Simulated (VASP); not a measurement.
# Ge (P6/mmm) in VASP: a series of runs

Runs on Ge. Level: PBE. Tasks: density of states.

All numbers are computed with VASP 6.6.1; they aren't measurements. Logs are shortened: lines on timing, memory, paths and dates and some standing lists are left out, and cuts for length are marked.

## (1) The cell of the first run

Symmetry: P6/mmm, No. 191, hexagonal system. The conventional cell has a = 2.175 Å, b = 2.175 Å, c = 2.036 Å, α = 90.00°, β = 90.00°, γ = 120.00°. Ge (site symmetry 6/mmm) has 8 Ge at 2.04 to 2.17 Å within 2.7 Å.

## (2) Density of states, PBE (volume scaled by 0.43)

POSCAR reads:

```
Ge
1.0
    2.1746935663      0.0000000000      0.0000000000
   -1.0873467831      1.8833398738      0.0000000000
    0.0000000000      0.0000000000      2.0357299820
Ge
1
Direct
    0.0000000000      0.0000000000      0.0000000000
```

INCAR.step1 reads:

```
SYSTEM = Ge
ALGO = Normal
EDIFF = 1E-7
ENCUT = 520
GGA = PE
ISIF = 2
ISMEAR = -1
LASPH = .True.
LCHARG = .True.
LREAL = .False.
LWAVE = .False.
NBANDS = 13
NELM = 100
PREC = Accurate
SIGMA = 0.1
```

KPOINTS.step1 reads:

```
k-points
0
Gamma
  17 17 15
  0 0 0
```

INCAR.step2 reads:

```
SYSTEM = Ge
ALGO = Normal
EDIFF = 1E-7
ENCUT = 520
GGA = PE
ICHARG = 11
ISIF = 2
ISMEAR = -5
LASPH = .True.
LCHARG = .False.
LORBIT = 11
LREAL = .False.
LWAVE = .False.
NBANDS = 13
NEDOS = 2001
NELM = 100
PREC = Accurate
SIGMA = 0.1
```

KPOINTS.step2 reads:

```
k-points
0
Gamma
  26 26 23
  0 0 0
```

Potentials or basis: VASP PAW PBE potentials, release 64 (Ge_d).

Started as:

```sh
cat potpaw_PBE.64/Ge_d/POTCAR > POTCAR
cp INCAR.step1 INCAR
cp KPOINTS.step1 KPOINTS
mpirun -np 1 vasp_std > vasp.out
cp INCAR.step2 INCAR
cp KPOINTS.step2 KPOINTS
mpirun -np 1 vasp_std > vasp.out
```

OUTCAR:

```text
SYSTEM = Ge
   EDIFF = 1E-7
   ENCUT = 520
   GGA = PE
   ICHARG = 11
   ISIF = 2
   ISMEAR = -5
   LASPH = .True.
   LORBIT = 11
   LREAL = .False.
   NELM = 100
   PREC = Accurate

 ion  position               nearest neighbor table
   1  0.000  0.000  0.000-

  LATTYP: Found a hexagonal cell.
 ALAT       =     2.1746935663
 C/A-ratio  =     0.9360996940

  Lattice vectors:

 A1 = (   2.1746935663,   0.0000000000,   0.0000000000)
 A2 = (  -1.0873467831,   1.8833398738,   0.0000000000)
 A3 = (   0.0000000000,   0.0000000000,   2.0357299820)

Analysis of symmetry for initial positions (statically):
=====================================================================
 Subroutine PRICEL returns:
 Original cell was already a primitive cell.

 Routine SETGRP: Setting up the symmetry group for a
 hexagonal supercell.

 Subroutine GETGRP returns: Found 24 space group operations
 (whereof 24 operations were pure point group operations)
 out of a pool of 24 trial point group operations.

The static configuration has the point symmetry D_6h.

Analysis of symmetry for dynamics (positions and initial velocities):
=====================================================================
 Subroutine PRICEL returns:
 Original cell was already a primitive cell.

 Routine SETGRP: Setting up the symmetry group for a
 hexagonal supercell.

 Subroutine GETGRP returns: Found 24 space group operations
 (whereof 24 operations were pure point group operations)
 out of a pool of 24 trial point group operations.

The dynamic configuration has the point symmetry D_6h.

 Subroutine INISYM returns: Found 24 space group operations
 (whereof 24 operations are pure point group operations),
 and found     1 'primitive' translations

----------------------------------------------------------------------------------------

                                     Primitive cell

  volume of cell :       8.3377

  direct lattice vectors                    reciprocal lattice vectors
     2.174693566  0.000000000  0.000000000     0.459834901  0.265485804  0.000000000
    -1.087346783  1.883339874  0.000000000     0.000000000  0.530971607  0.000000000
     0.000000000  0.000000000  2.035729982     0.000000000  0.000000000  0.491224283

  length of vectors
     2.174693566  2.174693566  2.035729982     0.530971607  0.530971607  0.491224283

  position of ions in fractional coordinates (direct lattice)
     0.000000000  0.000000000  0.000000000

  ion indices of the primitive-cell ions
   primitive index   ion index
                 1           1

----------------------------------------------------------------------------------------

 KPOINTS: k-points

Automatic generation of k-mesh.
 Grid dimensions read from file:
 generate k-points for:   26   26   23

 Generating k-lattice:

  Cartesian coordinates                     Fractional coordinates (reciprocal lattice)
     0.017685958  0.010210992  0.000000000     0.038461538  0.000000000  0.000000000
     0.000000000  0.020421985  0.000000000     0.000000000  0.038461538  0.000000000
     0.000000000  0.000000000  0.021357578     0.000000000  0.000000000  0.043478261

  Length of vectors
     0.020421985  0.020421985  0.021357578

  Shift w.r.t. Gamma in fractional coordinates (k-lattice)
     0.000000000  0.000000000  0.000000000

 TETIRR: Found  15509 inequivalent tetrahedra from    93288

 Subroutine IBZKPT returns following result:
 ===========================================

 Found    840 irreducible k-points:

 Following reciprocal coordinates:
            Coordinates               Weight
  0.000000  0.000000  0.000000      1.000000
  0.038462  0.000000  0.000000      6.000000
  0.076923  0.000000  0.000000      6.000000
  0.115385 -0.000000  0.000000      6.000000
  0.153846  0.000000  0.000000      6.000000
  0.192308  0.000000  0.000000      6.000000
[... 16 lines left out ...]
  0.346154  0.038462  0.000000     12.000000
  0.384615  0.038462  0.000000     12.000000
 [... further k-points ...]
   k-points           NKPTS =    840   k-points in BZ     NKDIM =    840   number of bands    NBANDS=     13
   number of dos      NEDOS =   2001   number of ions     NIONS =      1
   total plane-waves  NPLWV =   4096
   dimension x,y,z NGX =    16 NGY =   16 NGZ =   16
   dimension x,y,z NGXF=    32 NGYF=   32 NGZF=   32
   ions per type =               1
   NGX,Y,Z   is equivalent  to a cutoff of  12.23, 12.23, 13.07 a.u.
   NGXF,Y,Z  is equivalent  to a cutoff of  24.46, 24.46, 26.13 a.u.
 SYSTEM =  Ge
   PREC   = accura    normal or accurate (medium, high low for compatibility)
   ISTART =      0    job   : 0-new  1-cont  2-samecut
   ICHARG =     11    charge: 1-file 2-atom 10-const
   ISPIN  =      1    spin polarized calculation?
   LNONCOLLINEAR =      F non collinear calculations
   LSORBIT =      F    spin-orbit coupling
   LASPH  =      T    aspherical Exc in radial PAW
   ENCUT  =  520.0 eV  38.22 Ry    6.18 a.u.   4.04  4.04  3.79*2*pi/ulx,y,z
   NELM   =    100;   NELMIN=  2; NELMDL=  0     # of ELM steps
   EDIFF  = 0.1E-06   stopping-criterion for ELM
   LREAL  =      F    real-space projection
   EDIFFG = 0.1E-05   stopping-criterion for IOM
   NSW    =      0    number of steps for IOM
   IBRION =     -1    ionic relax: 0-MD 1-quasi-New 2-CG
   NFREE  =      0    steps in history (QN), initial steepest desc. (CG)
   ISIF   =      2    stress and relaxation
   ISYM   =      2    0-nonsym 1-usesym 2-fastsym
   POTIM  = 0.5000    time-step for ionic-motion
   TEBEG  =    0.0;   TEEND  =   0.0 temperature during run
   PSTRESS=    0.0 pullay stress
   NELECT =      14.0000    total number of electrons
   NUPDOWN=      -1.0000    fix difference up-down
   EMIN   =  10.00;   EMAX   =-10.00  energy-range for DOS
   EFERMI =   0.00;   METHOD = LEGACY
   ISMEAR =    -5;   SIGMA  =   0.10  broadening in eV -4-tet -1-fermi 0-gaus
   EFERMI_NEDOS =   21; number of points for ismear=-14 and -15
   IALGO  =     38    algorithm
   IMIX   =      4    mixing-type and parameters
     AMIX     =   0.40;   BMIX     =  1.00
     AMIX_MAG =   1.60;   BMIX_MAG =  1.00
  volume/ion in A,a.u.               =       8.34        56.27
  Fermi-wavevector in a.u.,A,eV,Ry     =   1.945816  3.677060 51.514399  3.786201
  Thomas-Fermi vector in A             =   2.974437
   LORBIT       =     11    0 simple, 1 ext, 2 COOP (PROOUT), +10 PAW based schemes
   GGA     = PE    functional components
   LHFCALC =     F    Hartree Fock is set to
   AEXX    =    0.0000 exact exchange contribution
   IVDW    =     0    specifies the selected vdW correction
   LEPSILON=     F    determine dielectric tensor
   LRPA    =     F    only Hartree local field effects (RPA)
 non-spin polarized calculation
 Fermi weights with tetrahedron method with Bloechl corrections
  energy-cutoff  :      520.00
  volume of cell :        8.34
 maximum number of plane-waves:       234

 number of electron      13.9999984 magnetization

 Free energy of the ion-electron system (eV)
  ---------------------------------------------------
  ext. energy  EPLUGINS =         0.00000000
  ---------------------------------------------------
  free energy    TOTEN  =         1.88340393 eV

  energy without entropy =        1.88340393  energy(sigma->0) =        1.88340393

 E-fermi :  20.4360     XC(G=0): -16.0783

 val. band max:       20.6722378572   @ k =   0.1923   0.1923   0.0870
 cond. band min:      20.3493528756   @ k =   0.4231   0.1154   0.4783
 fundamental gap:     -0.3228849816
 Fermi energy:        20.4360203692

 k-point     1 :       0.0000    0.0000    0.0000
  band No.  band energies     occupation
      1      -8.0011      2.00000
      2      -7.0197      2.00000
      3      -7.0197      2.00000
      4      -5.9584      2.00000
      5      -5.9584      2.00000
      6      -3.4900      2.00000
      7      31.7155      0.00000
      8      35.3670      0.00000
      9      37.4621      0.00000
     10      37.4621      0.00000
     11      37.8530      0.00000
     12      41.0362      0.00000
     13      41.0362      0.00000

 k-point     2 :       0.0385    0.0000    0.0000
  band No.  band energies     occupation
      1      -7.9930      2.00000
      2      -7.0266      2.00000
      3      -7.0051      2.00000
      4      -5.9659      2.00000
      5      -5.9600      2.00000
      6      -3.4250      2.00000
      7      31.7934      0.00000
      8      34.9709      0.00000
      9      36.4337      0.00000
     10      36.8297      0.00000
     11      37.7110      0.00000
     12      41.7623      0.00000
     13      42.4778      0.00000

 k-point     3 :       0.0769    0.0000    0.0000
  band No.  band energies     occupation
      1      -7.9697      2.00000
      2      -7.0472      2.00000
      3      -6.9618      2.00000
      4      -5.9880      2.00000
      5      -5.9647      2.00000
      6      -3.2287      2.00000
      7      32.0265      0.00000
      8      33.1100      0.00000
      9      35.4995      0.00000
     10      35.6003      0.00000
     11      37.8499      0.00000
     12      43.2720      0.00000
     13      44.7383      0.00000
[... 305 lines left out ...]
 k-point    23 :       0.3462    0.0385    0.0000
  band No.  band energies     occupation
      1      -7.7725      2.00000
      2      -7.3336      2.00000
      3      -6.3744      2.00000
      4      -6.1556      2.00000
      5      -6.0537      2.00000
      6       2.6789      2.00000
      7      15.0058      2.00000
      8      27.0510      0.00000
      9      33.5769      0.00000
     10      38.3626      0.00000
     11      40.6669      0.00000
     12      50.6540      0.00000
     13      52.9023      0.00000

 k-point    24 :       0.3846    0.0385    0.0000
  band No.  band energies     occupation
      1      -7.7947      2.00000
      2      -7.3291      2.00000
      3      -6.4125      2.00000
      4      -6.0682      2.00000
      5      -6.0627      2.00000
      6       4.0095      2.00000
      7      12.9739      2.00000
      8      26.6106      0.00000
      9      33.3716      0.00000
     10      39.6896      0.00000
     11      41.1620      0.00000
     12      48.7721      0.00000
     13      51.6645      0.00000

 [... further k-points ...]
[... 5 lines left out ...]
  --------------------------------------------------------------------------------------
  -------------------------------------------------------------------------------------
  Total       20.3561289     20.3561289     20.6221274      0.0000000      0.0000000     -0.0000000
  in kB     3911.6395646   3911.6395643   3962.7539204      0.0000001      0.0000000     -0.0000000
  external PRESSURE =    3928.6776831 kB  Pullay stress =       0.0000000 kB

 VOLUME and BASIS-vectors are now :
 -----------------------------------------------------------------------------
  energy-cutoff  :      520.00
  volume of cell :        8.34
      direct lattice vectors                 reciprocal lattice vectors
     2.174693566  0.000000000  0.000000000     0.459834901  0.265485804  0.000000000
    -1.087346783  1.883339874  0.000000000     0.000000000  0.530971607  0.000000000
     0.000000000  0.000000000  2.035729982     0.000000000  0.000000000  0.491224283

 POSITION                                       TOTAL-FORCE (eV/Angst)
 -----------------------------------------------------------------------------------
      0.00000      0.00000      0.00000         0.000000      0.000000      0.000000
 -----------------------------------------------------------------------------------
    total drift:                               -0.000000     -0.000000      0.000000

  FREE ENERGIE OF THE ION-ELECTRON SYSTEM (eV)
  ---------------------------------------------------
  free  energy   TOTEN  =         1.8834039342 eV

  energy  without entropy=        1.8834039342  energy(sigma->0) =        1.88340393

 total charge

# of ion       s       p       d       tot
------------------------------------------
    1        1.270   2.146  10.529  13.945
```

Wall time 22 s (1 thread of Intel Xeon 6975P-C (Granite Rapids), shared host); peak memory 0.23 GiB.

Results:

```yaml
Valence_electrons_inside_the_program's_atomic_spheres: Ge 13.95
```

Levels at points of the mesh, in eV from the Fermi level:
```csv
k point,band 3,band 4,band 5,band 6,band 7,band 8,band 9,band 10,band 11,band 12
"(0.00, 0.00, 0.00)",-27.46,-26.39,-26.39,-23.93,11.28,14.93,17.03,17.03,17.42,20.60
"(0.50, 0.00, 0.00)",-26.89,-26.50,-26.39,-13.50,-11.22,6.57,11.80,21.38,21.88,25.03
```

Caveat: the cell differs from its parent crystal (volume scaled by 0.43); tetrahedron occupations give inexact forces and stress in metals.

## (3) Density of states, PBE

This run uses another cell than the first one, of 19.39 Å³/atom, 2.326 times its volume.

POSCAR reads:

```
Ge
1.0
    2.8801323128      0.0000000000      0.0000000000
   -1.4400661564      2.4942677492      0.0000000000
    0.0000000000      0.0000000000      2.6991248732
Ge
1
Direct
    0.0000000000      0.0000000000      0.0000000000
```

INCAR.step1 reads:

```
SYSTEM = Ge
ALGO = Normal
EDIFF = 1E-6
ENCUT = 520
GGA = PE
ISIF = 2
ISMEAR = -1
LASPH = .TRUE.
LCHARG = .TRUE.
LREAL = .FALSE.
LWAVE = .FALSE.
NBANDS = 13
NELM = 100
PREC = Accurate
SIGMA = 0.1
```

KPOINTS.step1 reads:

```
k-points
0
G
  17 17 15
  0 0 0
```

INCAR.step2 reads:

```
SYSTEM = Ge
ALGO = Normal
EDIFF = 1E-6
ENCUT = 520
GGA = PE
ICHARG = 11
ISIF = 2
ISMEAR = -5
LASPH = .TRUE.
LCHARG = .FALSE.
LORBIT = 10
LREAL = .FALSE.
LWAVE = .FALSE.
NBANDS = 13
NEDOS = 2001
NELM = 100
PREC = Accurate
SIGMA = 0.1
```

KPOINTS.step2 reads:

```
k-points
0
G
  26 26 23
  0 0 0
```

Potentials or basis: VASP PAW PBE potentials, release 64 (Ge_d).

Started as:

```sh
cat potpaw_PBE.64/Ge_d/POTCAR > POTCAR
cp INCAR.step1 INCAR
cp KPOINTS.step1 KPOINTS
mpirun -np 1 vasp_std > vasp.out
cp INCAR.step2 INCAR
cp KPOINTS.step2 KPOINTS
mpirun -np 1 vasp_std > vasp.out
```

It took 44 s on 1 thread of Intel Xeon 6975P-C (Granite Rapids), shared host; peak memory 0.32 GiB.

It converged, with:

```
Valence electrons inside the program's atomic spheres : Ge 12.22
```

Levels at points of the mesh, in eV from the Fermi level:
| k point | band 3 | band 4 | band 5 | band 6 | band 7 | band 8 | band 9 | band 10 | band 11 | band 12 |
| --- | --- | --- | --- | --- | --- | --- | --- | --- | --- | --- |
| (0.00, 0.00, 0.00) | -24.68 | -24.54 | -24.54 | -12.97 | 6.56 | 8.11 | 8.11 | 10.11 | 14.03 | 14.03 |
| (0.50, 0.00, 0.00) | -24.59 | -24.56 | -24.55 | -8.11 | -5.44 | 4.06 | 8.05 | 10.28 | 16.27 | 16.28 |

Caveat: tetrahedron occupations give inexact forces and stress in metals.
